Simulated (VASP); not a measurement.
Set up this calculation in VASP 6.6.1, as the native input.

```yaml
Task: single point
Functional: PBE
Potentials_or_basis: VASP PAW PBE potentials, release 64 (Zr_sv, B)
Cutoff: 500 eV
k_mesh: 12 × 12 × 12
Occupations: gaussian, width 0.05 eV
Spin: no spin polarisation
Dipole_correction: no
Further_INCAR_settings: ALGO = Normal; EDIFF = 1e-06; NBANDS = 14
```

The structure of ZrB lies in POSCAR:

```
ZrB
1.0
    0.0000000000      2.4543887794      2.4543887794
    2.4543887794      0.0000000000      2.4543887794
    2.4543887794      2.4543887794      0.0000000000
Zr B
1 1
Direct
    0.5000000000      0.5000000000      0.5000000000
    0.0000000000      0.0000000000      0.0000000000
```

These files were run (other wordings do the same):

INCAR

```
PREC     = Accurate       # precision mode
ENCUT    = 500            # plane-wave cutoff, eV
EDIFF    = 1E-6           # SCF threshold, eV
ISMEAR   = 0              # smearing method
SIGMA    = 0.05           # smearing width, eV
LREAL    = False          # projectors in reciprocal space
LASPH    = True           # aspherical terms in the spheres
NELM     = 120            # most SCF steps
ALGO     = Normal         # electronic algorithm
ISIF     = 2              # what is computed and relaxed
LWAVE    = False          # write WAVECAR
LCHARG   = False          # write CHGCAR
GGA      = PE             # functional
NBANDS   = 14             # bands
GGA_COMPAT= False
```

KPOINTS

```
Automatic mesh
0
Gamma
  12 12 12
```

Potentials or basis: VASP PAW PBE potentials, release 64 (Zr_sv, B).

Command:

```console
$ cat potpaw_PBE.64/Zr_sv/POTCAR potpaw_PBE.64/B/POTCAR > POTCAR
$ mpirun -np 1 vasp_std > vasp.out
```

It gave:

| Property | Result |
| --- | --- |
| Pressure | -0.3 GPa |
| Band gap on the k mesh | zero (an odd number of electrons rules out a gap without spin polarisation) |

Wall time 27 s on 1 thread of Intel(R) Xeon(R) Platinum 8488C (Sapphire Rapids), on a shared host, peak memory 0.17 GiB.
